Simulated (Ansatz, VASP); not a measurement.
**One calculation of Si4Mo3, two programs**

File INCAR:

```
SYSTEM = Si4Mo3
ALGO = Normal ; EDIFF = 1E-7
EDIFFG = -0.08 ; ENCUT = 500
GGA = PE ; GGA_COMPAT = .FALSE.
IBRION = 2 ; ISIF = 3
ISMEAR = 0 ; LASPH = .TRUE.
LCHARG = .FALSE. ; LREAL = .FALSE.
LWAVE = .FALSE. ; NELM = 120
NELMIN = 4 ; NSW = 36
PREC = Accurate ; SIGMA = 0.2
```

Contents of KPOINTS:

```
k-points
0
G
  4 4 4
  0 0 0
```

The input POSCAR:

```
Si4Mo3
1.0
   -3.1398075400      3.1398075400      3.1398075400
    3.1398075400     -3.1398075400      3.1398075400
    3.1398075400      3.1398075400     -3.1398075400
Si Mo
4 3
Direct
    0.4686442000      0.4686442000      0.4686442000
    0.0000000000      0.0000000000      0.5313558000
    0.0000000000      0.5313558000      0.0000000000
    0.5313558000      0.0000000000      0.0000000000
    0.0000000000      0.5000000000      0.5000000000
    0.5000000000      0.0000000000      0.5000000000
    0.5000000000      0.5000000000      0.0000000000
```

Input for Ansatz:

```yaml
crystal:
  lattice:
    - [-3.13980754, 3.13980754, 3.13980754]
    - [3.13980754, -3.13980754, 3.13980754]
    - [3.13980754, 3.13980754, -3.13980754]
  atoms:
    - { symbol: Si, position: [0.4686442, 0.4686442, 0.4686442] }
    - { symbol: Si, position: [0.0, 0.0, 0.5313558] }
    - { symbol: Si, position: [0.0, 0.5313558, 0.0] }
    - { symbol: Si, position: [0.5313558, 0.0, 0.0] }
    - { symbol: Mo, position: [0.0, 0.5, 0.5] }
    - { symbol: Mo, position: [0.5, 0.0, 0.5] }
    - { symbol: Mo, position: [0.5, 0.5, 0.0] }
basis:
  ecutwfc: 420
kpoints:
  mp_grid: { grid: [4, 4, 4] }
hamiltonian:
  xc: pbe
scf:
  occupations: { method: gaussian, width: 0.2 }
  lower_state_search: "off"
output:
  forces: true
  stress: true
  eigenvalues: true
relax:
  adjacent_minimum: "off"
  f_tol: 0.08
  max_steps: 16
  cell: { stress_tol: 0.8 }
```

Alike in both runs: task relaxation of cell and atoms; functional PBE; k mesh 4 × 4 × 4; occupations gaussian, width 0.2 eV; no spin polarisation.

|  | VASP | Ansatz |
| --- | --- | --- |
| version | VASP 6.6.1 | Ansatz 0.2.0 |
| potentials or method | VASP PAW PBE potentials, release 64 (Si, Mo_sv), cutoff 500 eV | scalar-relativistic, plane waves, PAW |
| valence electrons in the cell | 58 | 58 |

Ansatz gave:

* gap on the k mesh at the Fermi level, each at its own relaxed structure (eV): none
* relaxed volume (Å³/atom): 15.59
* relaxed cell length with the largest relative difference (Å): 5.214

**Question.** What did VASP give for the same quantities?

**Answer.** gap on the k mesh at the Fermi level, each at its own relaxed structure (eV): none; relaxed volume (Å³/atom): 15.61; relaxed cell length with the largest relative difference (Å): 5.216.

A gap of «none» marks a metal or a gap that the smearing closes.
